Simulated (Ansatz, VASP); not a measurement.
## AsSe3 in VASP and in Ansatz

```
As Se
1.0
     0.00000    4.99391    4.99391
     4.99391    0.00000    4.99391
     4.99391    4.99391    0.00000
As Se
2 6
Direct
  0.00000 0.00000 0.00000
  0.50000 0.50000 0.50000
  0.72400 0.27600 0.27600
  0.27600 0.72400 0.27600
  0.27600 0.72400 0.72400
  0.72400 0.27600 0.72400
  0.27600 0.27600 0.72400
  0.72400 0.72400 0.27600
```

Change from the starting cell: species swapped into the SnF3 type (Fm-3m, No. 225).

Alike in both runs: task relaxation of cell and atoms; functional PBE; k mesh 4 × 4 × 4; occupations gaussian, width 0.1 eV; no spin polarisation.

|  | VASP | Ansatz |
| --- | --- | --- |
| version | VASP 6.6.1 | Ansatz 0.2.0 |
| potentials or method | VASP PAW PBE potentials, release 64 (As, Se), cutoff 600 eV | scalar-relativistic, plane waves, PAW |
| valence electrons in the cell | 46 | 126 |

Ansatz gave:

| Quantity | Value |
| --- | --- |
| gap on the k mesh at the Fermi level, each at its own relaxed structure (eV) | none |
| relaxed volume (Å³/atom) | 32.96 |
| relaxed cell length with the largest relative difference (Å) | 7.197 |

Question: Estimate VASP's values.

Answer: gap on the k mesh at the Fermi level, each at its own relaxed structure (eV): none; relaxed volume (Å³/atom): 33.08; relaxed cell length with the largest relative difference (Å): 7.207.

A gap of «none» marks a metal or a gap that the smearing closes. VASP's potentials hold 46 valence electrons a cell and Ansatz's 126, so a difference there can come from the potentials and not from the codes.
